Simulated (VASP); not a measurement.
# Be2B3 (a cell with a defect) in VASP: notebook

Be2B3 (a cell with a defect) is run at these levels: PBEsol+D4; tasks: single point.

Everything below comes from runs of VASP 6.6.1. Logs are shortened: lines on timing, memory, paths and dates and some standing lists are left out, and cuts for length are marked.

**1. The cell of the first run**

The cell holds a defect, 5 atoms: a = 2.930 Å, b = 2.930 Å, c = 5.755 Å, α = 90.00°, β = 90.00°, γ = 120.00°.

**2. Single point, PBEsol+D4**

Contents of INCAR:

```
PREC = Accurate ; ENCUT = 520
EDIFF = 1E-6 ; ISMEAR = -1
SIGMA = 0.1 ; LREAL = F
LASPH = T ; NELM = 120
ALGO = Normal ; ISIF = 2
LWAVE = F ; LCHARG = T
GGA = PS ; IVDW = 13
LELF = T ; LVHAR = T
NBANDS = 14 ; GGA_COMPAT = F
```

Contents of KPOINTS:

```
Automatic mesh
0
Gamma
  2 2 1
```

Contents of POSCAR:

```
Be2B3
1.0
    2.9296900000      0.0000000000      0.0000000000
   -1.4648450000      2.5371860000      0.0000000000
    0.0000000000      0.0000000000      5.7546700000
Be B
2 3
Direct
    0.0000000000      0.0000000000      0.0000000000
    0.0000000000      0.0000000000      0.5000000000
    0.5833331102      0.4166667324      0.2499999131
    0.3333332676      0.6666665353      0.7499999131
    0.6666667324      0.3333334647      0.7499999131
```

Potentials or basis: VASP PAW PBE potentials, release 64 (Be, B).

Launch:

```sh
$ cat potpaw_PBE.64/Be/POTCAR potpaw_PBE.64/B/POTCAR > POTCAR
$ mpirun -np 1 vasp_std > vasp.out
```

OUTCAR:

```text
PREC = Accurate
   ENCUT = 520
   EDIFF = 1E-6
   ISMEAR = -1
   LREAL = F
   LASPH = T
   NELM = 120
   ISIF = 2
   GGA = PS
   IVDW = 13

 ion  position               nearest neighbor table
   1  0.000  0.000  0.000-   3 2.10   3 2.10   4 2.22   5 2.22   4 2.22   5 2.22   5 2.22   4 2.22

   2  0.000  0.000  0.500-   3 2.10   3 2.10   4 2.22   5 2.22   4 2.22   5 2.22   5 2.22   4 2.22

   3  0.583  0.417  0.250-   1 2.10   1 2.10   2 2.10   2 2.10
   4  0.333  0.667  0.750-   5 1.69   5 1.69   5 1.69   2 2.22   2 2.22   2 2.22   1 2.22   1 2.22
                             1 2.22
   5  0.667  0.333  0.750-   4 1.69   4 1.69   4 1.69   2 2.22   2 2.22   2 2.22   1 2.22   1 2.22
                             1 2.22

  LATTYP: Found a hexagonal cell.
 ALAT       =     2.9296900000
 C/A-ratio  =     1.9642590172

  Lattice vectors:

 A1 = (   2.9296900000,   0.0000000000,   0.0000000000)
 A2 = (  -1.4648450000,   2.5371860000,   0.0000000000)
 A3 = (   0.0000000000,   0.0000000000,   5.7546700000)

Analysis of symmetry for initial positions (statically):
=====================================================================
 Subroutine PRICEL returns:
 Original cell was already a primitive cell.

 Routine SETGRP: Setting up the symmetry group for a
 hexagonal supercell.

 Subroutine GETGRP returns: Found  4 space group operations
 (whereof  2 operations were pure point group operations)
 out of a pool of 24 trial point group operations.

The static configuration has the point symmetry C_1h.
 The point group associated with its full space group is C_2v.

Analysis of symmetry for dynamics (positions and initial velocities):
=====================================================================
 Subroutine PRICEL returns:
 Original cell was already a primitive cell.

 Routine SETGRP: Setting up the symmetry group for a
 hexagonal supercell.

 Subroutine GETGRP returns: Found  4 space group operations
 (whereof  2 operations were pure point group operations)
 out of a pool of 24 trial point group operations.

The dynamic configuration has the point symmetry C_1h.
 The point group associated with its full space group is C_2v.

 Subroutine INISYM returns: Found  4 space group operations
 (whereof  2 operations are pure point group operations),
 and found     1 'primitive' translations

----------------------------------------------------------------------------------------

                                     Primitive cell

  volume of cell :      42.7754

  direct lattice vectors                    reciprocal lattice vectors
     2.929690000  0.000000000  0.000000000     0.341333042  0.197068721  0.000000000
    -1.464845000  2.537186000  0.000000000     0.000000000  0.394137442  0.000000000
     0.000000000  0.000000000  5.754670000     0.000000000  0.000000000  0.173771910

  length of vectors
     2.929690000  2.929690030  5.754670000     0.394137446  0.394137442  0.173771910

  position of ions in fractional coordinates (direct lattice)
     0.000000000  0.000000000  0.000000000
     0.000000000  0.000000000  0.500000000
     0.583333110  0.416666732  0.249999913
     0.333333268  0.666666535  0.749999913
     0.666666732  0.333333465  0.749999913

  ion indices of the primitive-cell ions
   primitive index   ion index
                 1           1
                 2           2
                 3           3
                 4           4
                 5           5

----------------------------------------------------------------------------------------

 KPOINTS: Automatic mesh

Automatic generation of k-mesh.
 Grid dimensions read from file:
 generate k-points for:    2    2    1

 Generating k-lattice:

  Cartesian coordinates                     Fractional coordinates (reciprocal lattice)
     0.170666521  0.098534361  0.000000000     0.500000000 -0.000000000  0.000000000
     0.000000000  0.197068721  0.000000000     0.000000000  0.500000000  0.000000000
     0.000000000  0.000000000  0.173771910     0.000000000  0.000000000  1.000000000

  Length of vectors
     0.197068723  0.197068721  0.173771910

  Shift w.r.t. Gamma in fractional coordinates (k-lattice)
     0.000000000  0.000000000  0.000000000

 Subroutine IBZKPT returns following result:
 ===========================================

 Found      3 irreducible k-points:

 Following reciprocal coordinates:
            Coordinates               Weight
  0.000000  0.000000  0.000000      1.000000
  0.500000  0.000000  0.000000      2.000000
  0.500000  0.500000  0.000000      1.000000
   k-points           NKPTS =      3   k-points in BZ     NKDIM =      3   number of bands    NBANDS=     14
   number of dos      NEDOS =    301   number of ions     NIONS =      5
   total plane-waves  NPLWV =  27648
   dimension x,y,z NGX =    24 NGY =   24 NGZ =   48
   dimension x,y,z NGXF=    48 NGYF=   48 NGZF=   96
   ions per type =               2   3
   NGX,Y,Z   is equivalent  to a cutoff of  13.62, 13.62, 13.87 a.u.
   NGXF,Y,Z  is equivalent  to a cutoff of  27.24, 27.24, 27.73 a.u.
 SYSTEM =  unknown system
   PREC   = accura    normal or accurate (medium, high low for compatibility)
   ISTART =      0    job   : 0-new  1-cont  2-samecut
   ICHARG =      2    charge: 1-file 2-atom 10-const
   ISPIN  =      1    spin polarized calculation?
   LNONCOLLINEAR =      F non collinear calculations
   LSORBIT =      F    spin-orbit coupling
   LASPH  =      T    aspherical Exc in radial PAW
   ENCUT  =  520.0 eV  38.22 Ry    6.18 a.u.   5.45  5.45 10.70*2*pi/ulx,y,z
   NELM   =    120;   NELMIN=  2; NELMDL= -5     # of ELM steps
   EDIFF  = 0.1E-05   stopping-criterion for ELM
   LREAL  =      F    real-space projection
   EDIFFG = 0.1E-04   stopping-criterion for IOM
   NSW    =      0    number of steps for IOM
   IBRION =     -1    ionic relax: 0-MD 1-quasi-New 2-CG
   NFREE  =      0    steps in history (QN), initial steepest desc. (CG)
   ISIF   =      2    stress and relaxation
   ISYM   =      2    0-nonsym 1-usesym 2-fastsym
   POTIM  = 0.5000    time-step for ionic-motion
   TEBEG  =    0.0;   TEEND  =   0.0 temperature during run
   PSTRESS=    0.0 pullay stress
   NELECT =      13.0000    total number of electrons
   NUPDOWN=      -1.0000    fix difference up-down
   EMIN   =  10.00;   EMAX   =-10.00  energy-range for DOS
   EFERMI =   0.00;   METHOD = LEGACY
   ISMEAR =    -1;   SIGMA  =   0.10  broadening in eV -4-tet -1-fermi 0-gaus
   EFERMI_NEDOS =   21; number of points for ismear=-14 and -15
   IALGO  =     38    algorithm
   IMIX   =      4    mixing-type and parameters
     AMIX     =   0.40;   BMIX     =  1.00
     AMIX_MAG =   1.60;   BMIX_MAG =  1.00
  volume/ion in A,a.u.               =       8.56        57.73
  Fermi-wavevector in a.u.,A,eV,Ry     =   1.100672  2.079968 16.483163  1.211478
  Thomas-Fermi vector in A             =   2.237087
   LORBIT       =      0    0 simple, 1 ext, 2 COOP (PROOUT), +10 PAW based schemes
   GGA     = PS    functional components
   LHFCALC =     F    Hartree Fock is set to
   AEXX    =    0.0000 exact exchange contribution
   IVDW    =    13    specifies the selected vdW correction
   LEPSILON=     F    determine dielectric tensor
   LRPA    =     F    only Hartree local field effects (RPA)
 non-spin polarized calculation
  energy-cutoff  :      520.00
  volume of cell :       42.78
 maximum number of plane-waves:      1161
 NGX is ok and might be reduce to    24
   NGX = 11   NGY = 11   NGZ = 21

 number of electron      13.0000000 magnetization

 Free energy of the ion-electron system (eV)
  ---------------------------------------------------
  ext. energy  EPLUGINS =         0.00000000
  ---------------------------------------------------
  free energy    TOTEN  =       -27.24413411 eV

  energy without entropy =      -27.17337085  energy(sigma->0) =      -27.20875248

 E-fermi :   5.3614     XC(G=0): -10.8652

 val. band max:        5.3446269443   @ k =   0.0000   0.0000   0.0000
 cond. band min:       5.3760358527   @ k =   0.0000   0.0000   0.0000
 fundamental gap:      0.0314089084
 Fermi energy:         5.3613717422

 k-point     1 :       0.0000    0.0000    0.0000
  band No.  band energies     occupation
      1      -8.4172      2.00000
      2      -4.0816      2.00000
      3      -2.4627      2.00000
      4       4.8187      1.99125
      5       5.3446      1.08353
      6       5.3760      0.92681
      7       8.2982      0.00000
      8      10.1015      0.00000
      9      10.4158      0.00000
     10      11.2928      0.00000
     11      12.1148      0.00000
     12      14.3141      0.00000
     13      14.8340      0.00000
     14      15.2880      0.00000

 k-point     2 :       0.5000    0.0000    0.0000
  band No.  band energies     occupation
      1      -4.2694      2.00000
      2      -3.8593      2.00000
      3       0.3529      2.00000
      4       0.6635      2.00000
      5       0.8032      2.00000
      6       2.0295      2.00000
      7       4.5782      1.99921
      8       7.8289      0.00000
      9       8.3428      0.00000
     10      10.1217      0.00000
     11      11.7318      0.00000
     12      11.9724      0.00000
     13      12.6970      0.00000
     14      14.6845      0.00000

 k-point     3 :       0.5000    0.5000    0.0000
  band No.  band energies     occupation
      1      -4.1297      2.00000
      2      -3.9332      2.00000
      3      -0.3274      2.00000
      4       1.2698      2.00000
      5       1.8527      2.00000
      6       1.9749      2.00000
      7       3.4197      2.00000
      8       7.2059      0.00000
      9       8.6275      0.00000
     10      10.0364      0.00000
     11      11.4398      0.00000
     12      12.9284      0.00000
     13      13.4771      0.00000
     14      14.1380      0.00000

------------------------ aborting loop because EDIFF is reached ----------------------------------------

  DFT-D4 for vdW energy calculation

  Edisp (eV):   -0.52686

  FORCE on cell =-STRESS in cart. coord.  units (eV):
  Direction    XX          YY          ZZ          XY          YZ          ZX
  --------------------------------------------------------------------------------------
  -------------------------------------------------------------------------------------
  Total      -6.31810    -6.25093    -0.69380     0.05817    -0.00000     0.00000
  in kB    -236.64809  -234.13219   -25.98649     2.17884    -0.00000     0.00000
  external pressure =     -165.59 kB  Pullay stress =        0.00 kB

 VOLUME and BASIS-vectors are now :
 -----------------------------------------------------------------------------
  energy-cutoff  :      520.00
  volume of cell :       42.78
      direct lattice vectors                 reciprocal lattice vectors
     2.929690000  0.000000000  0.000000000     0.341333042  0.197068721  0.000000000
    -1.464845000  2.537186000  0.000000000     0.000000000  0.394137442  0.000000000
     0.000000000  0.000000000  5.754670000     0.000000000  0.000000000  0.173771910

 POSITION                                       TOTAL-FORCE (eV/Angst)
 -----------------------------------------------------------------------------------
      0.00000      0.00000      0.00000        -0.112449      0.064923     -0.058593
      0.00000      0.00000      2.87733        -0.112449      0.064923      0.058593
      1.09863      1.05716      1.43867         0.365783     -0.211185      0.000000
     -0.00000      1.69146      4.31600        -0.524779      0.302981      0.000000
      1.46485      0.84573      4.31600         0.383894     -0.221642      0.000000
 -----------------------------------------------------------------------------------
    total drift:                                0.000014      0.000012      0.000188

  FREE ENERGIE OF THE ION-ELECTRON SYSTEM (eV)
  ---------------------------------------------------
  free  energy   TOTEN  =       -27.7709961001 eV

  energy  without entropy=      -27.7002328358  energy(sigma->0) =      -27.73561447
```

It took 3.9 s on 1 thread of Intel Xeon 6975P-C (Granite Rapids), shared host; peak memory 0.15 GiB.

What came out:

* Free energy: -27.7710 eV
* Pressure: -16.6 GPa
* Largest force: 0.606 eV/Å
* Dispersion energy per atom: -0.105 eV

Forces in eV/Å, atoms in the order of the input:
```
Be  -0.112  0.065 -0.059
Be  -0.112  0.065  0.059
B    0.366 -0.211  0.000
B   -0.525  0.303  0.000
B    0.384 -0.222  0.000
```

Levels at points of the mesh, in eV from the Fermi level:
```tsv
k point	band 5	band 6	band 7	band 8	band 9	band 10
(0.00, 0.00, 0.00)	-0.02	0.01	2.94	4.74	5.05	5.93
(0.50, 0.00, 0.00)	-4.56	-3.33	-0.78	2.47	2.98	4.76
(0.50, 0.50, 0.00)	-3.51	-3.39	-1.94	1.84	3.27	4.68
```

Caveat: the k points lie up to 1.24 Å⁻¹ apart; the PAW data sets were made with another functional, which shifts forces and pressure a little.

(Part 1 of 2 ends here.)
